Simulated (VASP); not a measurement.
# Co (Fm-3m) in VASP: single point with PBE

Aim: the single point of Co with PBE.

All numbers are computed with VASP 6.6.1; they aren't measurements. Logs are shortened: lines on timing, memory, paths and dates and some standing lists are left out, and cuts for length are marked.

## (1) The cell of the first run

Symmetry: Fm-3m, No. 225, cubic system. The conventional cell has a = 3.591 Å, b = 3.591 Å, c = 3.591 Å, α = 90.00°, β = 90.00°, γ = 90.00°. Within 3.4 Å of Co (site symmetry m-3m) lie 12 Co at 2.54 Å.

This isn't the form of Co at room conditions, which is hcp.

## (2) Single point, PBE

POSCAR

```
Co
1.0
    0.0000000000      1.7957000000      1.7957000000
    1.7957000000      0.0000000000      1.7957000000
    1.7957000000      1.7957000000      0.0000000000
Co
1
Direct
    0.0000000000      0.0000000000      0.0000000000
```

INCAR.step1

```
ALGO = Normal
EDIFF = 1E-7
ENCUT = 520
GGA = PE
ISIF = 2
ISMEAR = -1
LASPH = True
LCHARG = True
LMAXMIX = 4
LREAL = False
LWAVE = False
NBANDS = 10
NELM = 80
PREC = Accurate
SIGMA = 0.08
```

KPOINTS.step1

```
k-points
0
Gamma
  16 16 16
```

INCAR.step2

```
ALGO = Normal
EDIFF = 1E-7
ENCUT = 520
GGA = PE
ICHARG = 11
ISIF = 2
ISMEAR = -5
LASPH = True
LCHARG = False
LMAXMIX = 4
LORBIT = 11
LREAL = False
LWAVE = False
NEDOS = 1001
NELM = 80
PREC = Accurate
SIGMA = 0.08
```

KPOINTS.step2

```
k-points
0
Gamma
  24 24 24
```

Potentials or basis: VASP PAW PBE potentials, release 64 (Co).

Run with:

```
$ cat potpaw_PBE.64/Co/POTCAR > POTCAR
$ cp INCAR.step1 INCAR
$ cp KPOINTS.step1 KPOINTS
$ mpirun -np 1 vasp_std > vasp.out
$ cp INCAR.step2 INCAR
$ cp KPOINTS.step2 KPOINTS
$ mpirun -np 1 vasp_std > vasp.out
```

OUTCAR:

```text
EDIFF = 1E-7
   ENCUT = 520
   GGA = PE
   ICHARG = 11
   ISIF = 2
   ISMEAR = -5
   LASPH = True
   LORBIT = 11
   LREAL = False
   NELM = 80
   PREC = Accurate

 ion  position               nearest neighbor table
   1  0.000  0.000  0.000-

  LATTYP: Found a face centered cubic cell.
 ALAT       =     3.5914000000

  Lattice vectors:

 A1 = (   0.0000000000,   1.7957000000,   1.7957000000)
 A2 = (   1.7957000000,   0.0000000000,   1.7957000000)
 A3 = (   1.7957000000,   1.7957000000,   0.0000000000)

Analysis of symmetry for initial positions (statically):
=====================================================================
 Subroutine PRICEL returns:
 Original cell was already a primitive cell.

 Routine SETGRP: Setting up the symmetry group for a
 face centered cubic supercell.

 Subroutine GETGRP returns: Found 48 space group operations
 (whereof 48 operations were pure point group operations)
 out of a pool of 48 trial point group operations.

The static configuration has the point symmetry O_h .

Analysis of symmetry for dynamics (positions and initial velocities):
=====================================================================
 Subroutine PRICEL returns:
 Original cell was already a primitive cell.

 Routine SETGRP: Setting up the symmetry group for a
 face centered cubic supercell.

 Subroutine GETGRP returns: Found 48 space group operations
 (whereof 48 operations were pure point group operations)
 out of a pool of 48 trial point group operations.

The dynamic configuration has the point symmetry O_h .

 Subroutine INISYM returns: Found 48 space group operations
 (whereof 48 operations are pure point group operations),
 and found     1 'primitive' translations

----------------------------------------------------------------------------------------

                                     Primitive cell

  volume of cell :      11.5806

  direct lattice vectors                    reciprocal lattice vectors
     0.000000000  1.795700000  1.795700000    -0.278442947  0.278442947  0.278442947
     1.795700000  0.000000000  1.795700000     0.278442947 -0.278442947  0.278442947
     1.795700000  1.795700000  0.000000000     0.278442947  0.278442947 -0.278442947

  length of vectors
     2.539503294  2.539503294  2.539503294     0.482277331  0.482277331  0.482277331

  position of ions in fractional coordinates (direct lattice)
     0.000000000  0.000000000  0.000000000

  ion indices of the primitive-cell ions
   primitive index   ion index
                 1           1

----------------------------------------------------------------------------------------

 KPOINTS: k-points

Automatic generation of k-mesh.
 Grid dimensions read from file:
 generate k-points for:   24   24   24

 Generating k-lattice:

  Cartesian coordinates                     Fractional coordinates (reciprocal lattice)
    -0.011601789  0.011601789  0.011601789     0.041666667  0.000000000  0.000000000
     0.011601789 -0.011601789  0.011601789     0.000000000  0.041666667  0.000000000
     0.011601789  0.011601789 -0.011601789     0.000000000  0.000000000  0.041666667

  Length of vectors
     0.020094889  0.020094889  0.020094889

  Shift w.r.t. Gamma in fractional coordinates (k-lattice)
     0.000000000  0.000000000  0.000000000

 TETIRR: Found   1864 inequivalent tetrahedra from    82944

 Subroutine IBZKPT returns following result:
 ===========================================

 Found    413 irreducible k-points:

 Following reciprocal coordinates:
            Coordinates               Weight
  0.000000  0.000000  0.000000      1.000000
  0.041667  0.000000  0.000000      8.000000
  0.083333  0.000000  0.000000      8.000000
  0.125000  0.000000  0.000000      8.000000
  0.166667  0.000000  0.000000      8.000000
  0.208333  0.000000  0.000000      8.000000
[... 16 lines left out ...]
  0.416667  0.041667  0.000000     24.000000
  0.458333  0.041667  0.000000     24.000000
 [... further k-points ...]
   k-points           NKPTS =    413   k-points in BZ     NKDIM =    413   number of bands    NBANDS=      8
   number of dos      NEDOS =   1001   number of ions     NIONS =      1
   total plane-waves  NPLWV =   8000
   dimension x,y,z NGX =    20 NGY =   20 NGZ =   20
   dimension x,y,z NGXF=    40 NGYF=   40 NGZF=   40
   ions per type =               1
   NGX,Y,Z   is equivalent  to a cutoff of  13.09, 13.09, 13.09 a.u.
   NGXF,Y,Z  is equivalent  to a cutoff of  26.19, 26.19, 26.19 a.u.
 SYSTEM =  unknown system
   PREC   = accura    normal or accurate (medium, high low for compatibility)
   ISTART =      0    job   : 0-new  1-cont  2-samecut
   ICHARG =     11    charge: 1-file 2-atom 10-const
   ISPIN  =      1    spin polarized calculation?
   LNONCOLLINEAR =      F non collinear calculations
   LSORBIT =      F    spin-orbit coupling
   LASPH  =      T    aspherical Exc in radial PAW
   ENCUT  =  520.0 eV  38.22 Ry    6.18 a.u.   4.72  4.72  4.72*2*pi/ulx,y,z
   NELM   =     80;   NELMIN=  2; NELMDL=  0     # of ELM steps
   EDIFF  = 0.1E-06   stopping-criterion for ELM
   LREAL  =      F    real-space projection
   EDIFFG = 0.1E-05   stopping-criterion for IOM
   NSW    =      0    number of steps for IOM
   IBRION =     -1    ionic relax: 0-MD 1-quasi-New 2-CG
   NFREE  =      0    steps in history (QN), initial steepest desc. (CG)
   ISIF   =      2    stress and relaxation
   ISYM   =      2    0-nonsym 1-usesym 2-fastsym
   POTIM  = 0.5000    time-step for ionic-motion
   TEBEG  =    0.0;   TEEND  =   0.0 temperature during run
   PSTRESS=    0.0 pullay stress
   NELECT =       9.0000    total number of electrons
   NUPDOWN=      -1.0000    fix difference up-down
   EMIN   =  10.00;   EMAX   =-10.00  energy-range for DOS
   EFERMI =   0.00;   METHOD = LEGACY
   ISMEAR =    -5;   SIGMA  =   0.08  broadening in eV -4-tet -1-fermi 0-gaus
   EFERMI_NEDOS =   21; number of points for ismear=-14 and -15
   IALGO  =     38    algorithm
   IMIX   =      4    mixing-type and parameters
     AMIX     =   0.40;   BMIX     =  1.00
     AMIX_MAG =   1.60;   BMIX_MAG =  1.00
  volume/ion in A,a.u.               =      11.58        78.15
  Fermi-wavevector in a.u.,A,eV,Ry     =   1.505146  2.844313 30.823505  2.265464
  Thomas-Fermi vector in A             =   2.616033
   LORBIT       =     11    0 simple, 1 ext, 2 COOP (PROOUT), +10 PAW based schemes
   GGA     = PE    functional components
   LHFCALC =     F    Hartree Fock is set to
   AEXX    =    0.0000 exact exchange contribution
   IVDW    =     0    specifies the selected vdW correction
   LEPSILON=     F    determine dielectric tensor
   LRPA    =     F    only Hartree local field effects (RPA)
 non-spin polarized calculation
 Fermi weights with tetrahedron method with Bloechl corrections
  energy-cutoff  :      520.00
  volume of cell :       11.58
 maximum number of plane-waves:       331

 number of electron       9.0000005 magnetization

 Free energy of the ion-electron system (eV)
  ---------------------------------------------------
  ext. energy  EPLUGINS =         0.00000000
  ---------------------------------------------------
  free energy    TOTEN  =        -6.73494911 eV

  energy without entropy =       -6.73494911  energy(sigma->0) =       -6.73494911

 E-fermi :   9.1651     XC(G=0): -13.0415

 val. band max:        9.2289585938   @ k =   0.3750   0.3750   0.0000
 cond. band min:       9.1432520999   @ k =   0.3333   0.0833   0.0000
 fundamental gap:     -0.0857064939
 Fermi energy:         9.1651210638

 k-point     1 :       0.0000    0.0000    0.0000
  band No.  band energies     occupation
      1       0.8160      2.00000
      2       7.5417      2.00000
      3       7.5417      2.00000
      4       7.5417      2.00000
      5       8.6753      2.00000
      6       8.6753      2.00000
      7      31.7526      0.00000
      8      35.8741      0.00000

 k-point     2 :       0.0417    0.0000    0.0000
  band No.  band energies     occupation
      1       0.8820      2.00000
      2       7.5219      2.00000
      3       7.5579      2.00000
      4       7.5579      2.00000
      5       8.6679      2.00000
      6       8.6679      2.00000
      7      31.6161      0.00000
      8      34.8863      0.00000

 k-point     3 :       0.0833    0.0000    0.0000
  band No.  band energies     occupation
      1       1.0784      2.00000
      2       7.4657      2.00000
      3       7.6031      2.00000
      4       7.6031      2.00000
      5       8.6494      2.00000
      6       8.6494      2.00000
      7      30.9538      0.00000
      8      33.5536      0.00000

 k-point     4 :       0.1250    0.0000    0.0000
  band No.  band energies     occupation
      1       1.3999      2.00000
      2       7.3820      2.00000
      3       7.6659      2.00000
      4       7.6659      2.00000
      5       8.6308      2.00000
      6       8.6308      2.00000
      7      29.4411      0.00000
      8      32.9108      0.00000

 k-point     5 :       0.1667    0.0000    0.0000
  band No.  band energies     occupation
      1       1.8366      2.00000
      2       7.2861      2.00000
      3       7.7260      2.00000
      4       7.7260      2.00000
      5       8.6317      2.00000
      6       8.6317      2.00000
      7      27.5203      0.00000
      8      32.6036      0.00000
[... 177 lines left out ...]
 k-point    22 :       0.3750    0.0417    0.0000
  band No.  band energies     occupation
      1       4.4988      2.00000
      2       7.5438      2.00000
      3       7.5950      2.00000
      4       7.6374      2.00000
      5       9.1941      0.79693
      6       9.2427      0.01322
      7      18.8200      0.00000
      8      30.7054      0.00000

 k-point    23 :       0.4167    0.0417    0.0000
  band No.  band energies     occupation
      1       4.7942      2.00000
      2       7.5135      2.00000
      3       7.5827      2.00000
      4       8.0362      2.00000
      5       9.3533      0.00000
      6       9.4228      0.00000
      7      17.3242      0.00000
      8      30.4374      0.00000

 k-point    24 :       0.4583    0.0417    0.0000
  band No.  band energies     occupation
      1       4.9427      2.00000
      2       7.4748      2.00000
      3       7.5419      2.00000
      4       8.4976      2.00000
      5       9.4227      0.00000
      6       9.6834      0.00000
      7      16.1440      0.00000
      8      30.2431      0.00000

 [... further k-points ...]

------------------------ aborting loop because EDIFF is reached ----------------------------------------

  FORCE on cell =-STRESS in cart. coord.  units (eV):
  Direction    XX          YY          ZZ          XY          YZ          ZX
  --------------------------------------------------------------------------------------
  -------------------------------------------------------------------------------------
  Total       -1.9859086     -1.9859086     -1.9859086      0.0000000      0.0000000      0.0000000
  in kB     -274.7505066   -274.7505066   -274.7505066      0.0000000      0.0000000      0.0000000
  external PRESSURE =    -274.7505066 kB  Pullay stress =       0.0000000 kB

 VOLUME and BASIS-vectors are now :
 -----------------------------------------------------------------------------
  energy-cutoff  :      520.00
  volume of cell :       11.58
      direct lattice vectors                 reciprocal lattice vectors
     0.000000000  1.795700000  1.795700000    -0.278442947  0.278442947  0.278442947
     1.795700000  0.000000000  1.795700000     0.278442947 -0.278442947  0.278442947
     1.795700000  1.795700000  0.000000000     0.278442947  0.278442947 -0.278442947

 POSITION                                       TOTAL-FORCE (eV/Angst)
 -----------------------------------------------------------------------------------
      0.00000      0.00000      0.00000         0.000000      0.000000      0.000000
 -----------------------------------------------------------------------------------
    total drift:                                0.000000      0.000000      0.000000

  FREE ENERGIE OF THE ION-ELECTRON SYSTEM (eV)
  ---------------------------------------------------
  free  energy   TOTEN  =        -6.7349491074 eV

  energy  without entropy=       -6.7349491074  energy(sigma->0) =       -6.73494911

 total charge

# of ion       s       p       d       tot
------------------------------------------
    1        0.456   0.459   7.239   8.153
```

It took 38 s on 1 thread of Intel Xeon Platinum 8259CL at 2.50GHz (Skylake/Cascade Lake), shared host; peak memory 0.16 GiB.

What came out:

| Property | Result |
| --- | --- |
| Valence electrons inside the program's atomic spheres | Co 8.15 |

Levels at points of the mesh, in eV from the Fermi level:
```
           k point  band 2  band 3  band 4  band 5  band 6  band 7
(0.00, 0.00, 0.00)   -1.62   -1.62   -1.62   -0.49   -0.49   22.59
(0.50, 0.00, 0.00)   -1.67   -1.67    0.02    0.27    0.27    6.29
(0.50, 0.50, 0.00)   -3.51    0.26    0.47    0.47    2.68    9.60
```

Caveat: the run has no spin polarisation, though such a crystal can be magnetic; tetrahedron occupations give inexact forces and stress in metals. Spin polarisation is off, so any magnetic state and its effect on volume and gap are missing.
